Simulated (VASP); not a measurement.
Runs of VASP 6.6.1 on Al. The structure is cubic, space group Fm-3m (No. 225). Conventional cell: a = 4.050 Å, b = 4.050 Å, c = 4.050 Å, α = 90.00°, β = 90.00°, γ = 90.00°. Within 3.8 Å of Al (site symmetry m-3m) lie 12 Al at 2.86 Å. 

```tsv
level	potentials or basis	gap on the mesh (eV)	pressure (GPa)
BLYP	VASP PAW PBE potentials, release 64 (Al)	none	3.1
RPBE	VASP PAW PBE potentials, release 64 (Al)	none	(a)
revPBE	VASP PAW PBE potentials, release 64 (Al)	none	0.4
LDA	VASP PAW LDA potentials, release 64 (Al)	none	-3.7
```

Alike in all rows: task single point; no spin polarisation; cell as given; k mesh 13 × 13 × 13; cutoff (eV) 500; smearing methfessel-paxton 0.1 eV.

Fill in the values left out.

(a) 0.7.

Caveats: the PAW data sets were made with another functional, which shifts forces and pressure a little (some runs).

A gap of «none» marks levels without a gap at the run's occupations.
